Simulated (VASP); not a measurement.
# Ti (Im-3m) in VASP: further runs

The runs below take Ti through single point, with LDA.

All numbers are computed with VASP 6.6.1; they aren't measurements. Logs are shortened: lines on timing, memory, paths and dates and some standing lists are left out, and cuts for length are marked.

## (1) The cell of the first run

Symmetry: Im-3m, No. 229, cubic system. Conventional cell: a = 2.427 Å, b = 2.427 Å, c = 2.427 Å, α = 90.00°, β = 90.00°, γ = 90.00°. Ti (site symmetry m-3m) has 14 Ti at 2.10 to 2.43 Å within 2.8 Å.

## (2) Single point, LDA (volume scaled by 0.45)

Input file INCAR:

```
SYSTEM = Ti
  ALGO = Normal
  EDIFF = 1E-7
  ENCUT = 520
  ISIF = 2
  ISMEAR = -1
  LASPH = .True.
  LCHARG = .False.
  LREAL = .False.
  LWAVE = .False.
  NBANDS = 12
  NELM = 60
  PREC = Accurate
  SIGMA = 0.08
```

Input file KPOINTS:

```
k-points
0
Gamma
  19 19 19
  0 0 0
```

Input file POSCAR:

```
Ti
1.0
   -1.2135558414      1.2135558414      1.2135558414
    1.2135558414     -1.2135558414      1.2135558414
    1.2135558414      1.2135558414     -1.2135558414
Ti
1
Direct
    0.0000000000      0.0000000000      0.0000000000
```

Potentials or basis: VASP PAW LDA potentials, release 64 (Ti_sv).

Started as:

```
$ cat potpaw_LDA.64/Ti_sv/POTCAR > POTCAR
$ mpirun -np 1 vasp_std > vasp.out
```

OUTCAR:

```text
SYSTEM = Ti
   EDIFF = 1E-7
   ENCUT = 520
   ISIF = 2
   ISMEAR = -1
   LASPH = .True.
   LREAL = .False.
   NELM = 60
   PREC = Accurate

 ion  position               nearest neighbor table
   1  0.000  0.000  0.000-

  LATTYP: Found a body centered cubic cell.
 ALAT       =     2.4271116828

  Lattice vectors:

 A1 = (  -1.2135558414,   1.2135558414,   1.2135558414)
 A2 = (   1.2135558414,  -1.2135558414,   1.2135558414)
 A3 = (   1.2135558414,   1.2135558414,  -1.2135558414)

Analysis of symmetry for initial positions (statically):
=====================================================================
 Subroutine PRICEL returns:
 Original cell was already a primitive cell.

 Routine SETGRP: Setting up the symmetry group for a
 body centered cubic supercell.

 Subroutine GETGRP returns: Found 48 space group operations
 (whereof 48 operations were pure point group operations)
 out of a pool of 48 trial point group operations.

The static configuration has the point symmetry O_h .

Analysis of symmetry for dynamics (positions and initial velocities):
=====================================================================
 Subroutine PRICEL returns:
 Original cell was already a primitive cell.

 Routine SETGRP: Setting up the symmetry group for a
 body centered cubic supercell.

 Subroutine GETGRP returns: Found 48 space group operations
 (whereof 48 operations were pure point group operations)
 out of a pool of 48 trial point group operations.

The dynamic configuration has the point symmetry O_h .

 Subroutine INISYM returns: Found 48 space group operations
 (whereof 48 operations are pure point group operations),
 and found     1 'primitive' translations

----------------------------------------------------------------------------------------

                                     Primitive cell

  volume of cell :       7.1489

  direct lattice vectors                    reciprocal lattice vectors
    -1.213555841  1.213555841  1.213555841     0.000000000  0.412012355  0.412012355
     1.213555841 -1.213555841  1.213555841     0.412012355  0.000000000  0.412012355
     1.213555841  1.213555841 -1.213555841     0.412012355  0.412012355  0.000000000

  length of vectors
     2.101940375  2.101940375  2.101940375     0.582673460  0.582673460  0.582673460

  position of ions in fractional coordinates (direct lattice)
     0.000000000  0.000000000  0.000000000

  ion indices of the primitive-cell ions
   primitive index   ion index
                 1           1

----------------------------------------------------------------------------------------

 KPOINTS: k-points

Automatic generation of k-mesh.
 Grid dimensions read from file:
 generate k-points for:   19   19   19

 Generating k-lattice:

  Cartesian coordinates                     Fractional coordinates (reciprocal lattice)
     0.000000000  0.021684861  0.021684861     0.052631579  0.000000000  0.000000000
     0.021684861  0.000000000  0.021684861     0.000000000  0.052631579  0.000000000
     0.021684861  0.021684861  0.000000000     0.000000000  0.000000000  0.052631579

  Length of vectors
     0.030667024  0.030667024  0.030667024

  Shift w.r.t. Gamma in fractional coordinates (k-lattice)
     0.000000000  0.000000000  0.000000000

 Subroutine IBZKPT returns following result:
 ===========================================

 Found    220 irreducible k-points:

 Following reciprocal coordinates:
            Coordinates               Weight
  0.000000  0.000000  0.000000      1.000000
  0.052632  0.000000  0.000000     12.000000
  0.105263  0.000000  0.000000     12.000000
  0.157895  0.000000  0.000000     12.000000
  0.210526  0.000000  0.000000     12.000000
  0.263158  0.000000  0.000000     12.000000
[... 16 lines left out ...]
  0.263158  0.105263  0.000000     48.000000
  0.315789  0.105263  0.000000     48.000000
 [... further k-points ...]
   k-points           NKPTS =    220   k-points in BZ     NKDIM =    220   number of bands    NBANDS=     12
   number of dos      NEDOS =    301   number of ions     NIONS =      1
   total plane-waves  NPLWV =   4096
   dimension x,y,z NGX =    16 NGY =   16 NGZ =   16
   dimension x,y,z NGXF=    32 NGYF=   32 NGZF=   32
   ions per type =               1
   NGX,Y,Z   is equivalent  to a cutoff of  12.65, 12.65, 12.65 a.u.
   NGXF,Y,Z  is equivalent  to a cutoff of  25.31, 25.31, 25.31 a.u.
 SYSTEM =  Ti
   PREC   = accura    normal or accurate (medium, high low for compatibility)
   ISTART =      0    job   : 0-new  1-cont  2-samecut
   ICHARG =      2    charge: 1-file 2-atom 10-const
   ISPIN  =      1    spin polarized calculation?
   LNONCOLLINEAR =      F non collinear calculations
   LSORBIT =      F    spin-orbit coupling
   LASPH  =      T    aspherical Exc in radial PAW
   ENCUT  =  520.0 eV  38.22 Ry    6.18 a.u.   3.91  3.91  3.91*2*pi/ulx,y,z
   NELM   =     60;   NELMIN=  2; NELMDL= -5     # of ELM steps
   EDIFF  = 0.1E-06   stopping-criterion for ELM
   LREAL  =      F    real-space projection
   EDIFFG = 0.1E-05   stopping-criterion for IOM
   NSW    =      0    number of steps for IOM
   IBRION =     -1    ionic relax: 0-MD 1-quasi-New 2-CG
   NFREE  =      0    steps in history (QN), initial steepest desc. (CG)
   ISIF   =      2    stress and relaxation
   ISYM   =      2    0-nonsym 1-usesym 2-fastsym
   POTIM  = 0.5000    time-step for ionic-motion
   TEBEG  =    0.0;   TEEND  =   0.0 temperature during run
   PSTRESS=    0.0 pullay stress
   NELECT =      12.0000    total number of electrons
   NUPDOWN=      -1.0000    fix difference up-down
   EMIN   =  10.00;   EMAX   =-10.00  energy-range for DOS
   EFERMI =   0.00;   METHOD = LEGACY
   ISMEAR =    -1;   SIGMA  =   0.08  broadening in eV -4-tet -1-fermi 0-gaus
   EFERMI_NEDOS =   21; number of points for ismear=-14 and -15
   IALGO  =     38    algorithm
   IMIX   =      4    mixing-type and parameters
     AMIX     =   0.40;   BMIX     =  1.00
     AMIX_MAG =   1.60;   BMIX_MAG =  1.00
  volume/ion in A,a.u.               =       7.15        48.24
  Fermi-wavevector in a.u.,A,eV,Ry     =   1.945609  3.676667 51.503398  3.785393
  Thomas-Fermi vector in A             =   2.974279
   LORBIT       =      0    0 simple, 1 ext, 2 COOP (PROOUT), +10 PAW based schemes
   GGA     = CA    functional components
   LHFCALC =     F    Hartree Fock is set to
   AEXX    =    0.0000 exact exchange contribution
   IVDW    =     0    specifies the selected vdW correction
   LEPSILON=     F    determine dielectric tensor
   LRPA    =     F    only Hartree local field effects (RPA)
 non-spin polarized calculation
  energy-cutoff  :      520.00
  volume of cell :        7.15
 maximum number of plane-waves:       204
   NGX =  7   NGY =  7   NGZ =  7

 number of electron      12.0000004 magnetization

 Free energy of the ion-electron system (eV)
  ---------------------------------------------------
  ext. energy  EPLUGINS =         0.00000000
  ---------------------------------------------------
  free energy    TOTEN  =        -3.57742018 eV

  energy without entropy =       -3.56930636  energy(sigma->0) =       -3.57336327

 E-fermi :  21.1122     XC(G=0): -16.7716

 val. band max:       21.1010921926   @ k =   0.1053   0.1053   0.0000
 cond. band min:      21.1206021101   @ k =  -0.2632   0.2632   0.1579
 fundamental gap:      0.0195099176
 Fermi energy:        21.1122242119

 k-point     1 :       0.0000    0.0000    0.0000
  band No.  band energies     occupation
      1     -36.2619      2.00000
      2      -7.4570      2.00000
      3      -7.4570      2.00000
      4      -7.4570      2.00000
      5      17.3295      2.00000
      6      21.9537      0.00005
      7      21.9537      0.00005
      8      21.9537      0.00005
      9      26.6397      0.00000
     10      26.6397      0.00000
     11      45.3218      0.00000
     12      45.3218      0.00000

 k-point     2 :       0.0526    0.0000    0.0000
  band No.  band energies     occupation
      1     -36.1994      2.00000
      2      -7.6848      2.00000
      3      -7.5211      2.00000
      4      -7.4632      2.00000
      5      17.5809      2.00000
      6      21.8082      0.00033
      7      21.9357      0.00007
      8      22.1751      0.00000
      9      26.4214      0.00000
     10      26.6397      0.00000
     11      45.4821      0.00000
     12      45.6778      0.00000

 k-point     3 :       0.1053    0.0000    0.0000
  band No.  band energies     occupation
      1     -36.0155      2.00000
      2      -8.3275      2.00000
      3      -7.7033      2.00000
      4      -7.4811      2.00000
      5      18.2167      2.00000
      6      21.4050      0.05020
      7      21.8954      0.00011
      8      22.8235      0.00000
      9      25.9624      0.00000
     10      26.6509      0.00000
     11      45.8821      0.00000
     12      46.7057      0.00000
[... 286 lines left out ...]
 k-point    23 :       0.2632    0.1053    0.0000
  band No.  band energies     occupation
      1     -34.2951      2.00000
      2     -12.7796      2.00000
      3      -9.1986      2.00000
      4      -7.9008      2.00000
      5      17.5151      2.00000
      6      19.1313      2.00000
      7      24.2049      0.00000
      8      26.1164      0.00000
      9      28.0534      0.00000
     10      30.3750      0.00000
     11      45.1240      0.00000
     12      47.6711      0.00000

 k-point    24 :       0.3158    0.1053    0.0000
  band No.  band energies     occupation
      1     -33.8778      2.00000
      2     -13.6554      2.00000
      3      -9.5302      2.00000
      4      -7.9473      2.00000
      5      16.7857      2.00000
      6      18.7319      2.00000
      7      25.1491      0.00000
      8      26.8716      0.00000
      9      28.6021      0.00000
     10      32.1447      0.00000
     11      43.9554      0.00000
     12      46.8461      0.00000

 [... further k-points ...]

------------------------ aborting loop because EDIFF is reached ----------------------------------------

  FORCE on cell =-STRESS in cart. coord.  units (eV):
  Direction    XX          YY          ZZ          XY          YZ          ZX
  --------------------------------------------------------------------------------------
  -------------------------------------------------------------------------------------
  Total       14.3917876     14.3917876     14.3917876     -0.0000000     -0.0000000      0.0000000
  in kB     3225.4182328   3225.4182328   3225.4182328     -0.0000000     -0.0000000      0.0000000
  external PRESSURE =    3225.4182328 kB  Pullay stress =       0.0000000 kB

 VOLUME and BASIS-vectors are now :
 -----------------------------------------------------------------------------
  energy-cutoff  :      520.00
  volume of cell :        7.15
      direct lattice vectors                 reciprocal lattice vectors
    -1.213555841  1.213555841  1.213555841     0.000000000  0.412012355  0.412012355
     1.213555841 -1.213555841  1.213555841     0.412012355  0.000000000  0.412012355
     1.213555841  1.213555841 -1.213555841     0.412012355  0.412012355  0.000000000

 POSITION                                       TOTAL-FORCE (eV/Angst)
 -----------------------------------------------------------------------------------
      0.00000      0.00000      0.00000        -0.000000      0.000000     -0.000000
 -----------------------------------------------------------------------------------
    total drift:                               -0.000000      0.000000     -0.000000

  FREE ENERGIE OF THE ION-ELECTRON SYSTEM (eV)
  ---------------------------------------------------
  free  energy   TOTEN  =        -3.5774201817 eV

  energy  without entropy=       -3.5693063589  energy(sigma->0) =       -3.57336327
```

It took 10 s on 1 thread of Intel Xeon Platinum 8259CL at 2.50GHz (Skylake/Cascade Lake), shared host; peak memory 0.13 GiB.

What came out:

```
Free energy            : -3.5774 eV
Pressure               : 322.5 GPa
Band gap on the k mesh : zero (band 6 reaches 22.04 eV, above the bottom of band 7 at 19.38 eV)
```

## (3) Single point, LDA (volume scaled by 0.52)

Input file INCAR:

```
PREC = Accurate ; ENCUT = 520
EDIFF = 1E-6 ; ISMEAR = -1
SIGMA = 0.08 ; LREAL = F
LASPH = T ; NELM = 100
ALGO = Normal ; ISIF = 2
LWAVE = F ; LCHARG = F
GGA = CA ; NBANDS = 12
```

Input file KPOINTS:

```
Automatic mesh
0
Gamma
  19 19 19
```

Input file POSCAR:

```
Ti
1.0
   -1.2734738800      1.2734738800      1.2734738800
    1.2734738800     -1.2734738800      1.2734738800
    1.2734738800      1.2734738800     -1.2734738800
Ti
1
Direct
    0.0000000000      0.0000000000      0.0000000000
```

Potentials or basis: VASP PAW LDA potentials, release 64 (Ti_sv).

Started as:

```
$ cat potpaw_LDA.64/Ti_sv/POTCAR > POTCAR
$ mpirun -np 1 vasp_std > vasp.out
```

It took 8.4 s on 1 thread of Intel Xeon Platinum 8259CL at 2.50GHz (Skylake/Cascade Lake), shared host; peak memory 0.12 GiB.

The run converged. Its results:

- Free energy: -5.3786 eV
- Pressure: 207.3 GPa
- Band gap on the k mesh: zero (band 6 reaches 19.42 eV, above the bottom of band 7 at 16.73 eV)

Levels at points of the mesh, in eV from the Fermi level:
| k point | band 3 | band 4 | band 5 | band 6 | band 7 | band 8 | band 9 | band 10 |
| --- | --- | --- | --- | --- | --- | --- | --- | --- |
| (0.00, 0.00, 0.00) | -29.29 | -29.29 | -5.13 | 1.02 | 1.02 | 1.02 | 5.08 | 5.08 |

## (4) Single point, LDA (volume scaled by 0.52)

Input file INCAR:

```
SYSTEM = Ti
PREC = Accurate
ENCUT = 520
EDIFF = 1E-7
ISMEAR = -1
SIGMA = 0.08
LREAL = .FALSE.
LASPH = .TRUE.
NELM = 80
ALGO = Normal
ISIF = 2
LWAVE = .FALSE.
LCHARG = .TRUE.
GGA = CA
LELF = .TRUE.
LVHAR = .TRUE.
NBANDS = 12
```

Input file KPOINTS:

```
Automatic mesh
0
G
  19 19 19
  0 0 0
```

POSCAR is that of step 3.

Started as:

```
$ cat potpaw_LDA.64/Ti_sv/POTCAR > POTCAR
$ mpirun -np 1 vasp_std > vasp.out
```

Wall time 9.8 s (1 thread of Intel Xeon Platinum 8259CL at 2.50GHz (Skylake/Cascade Lake), shared host); peak memory 0.13 GiB.

The run converged. Its results:

* Free energy: -5.3786 eV
* Pressure: 207.2 GPa
* Band gap on the k mesh: zero (band 6 reaches 19.42 eV, above the bottom of band 7 at 16.73 eV)

Levels at points of the mesh, in eV from the Fermi level:
| k point | band 4 | band 5 | band 6 | band 7 | band 8 | band 9 |
| --- | --- | --- | --- | --- | --- | --- |
| (0.00, 0.00, 0.00) | -29.29 | -5.13 | 1.02 | 1.02 | 1.02 | 5.08 |

(Part 1 of 2 ends here.)
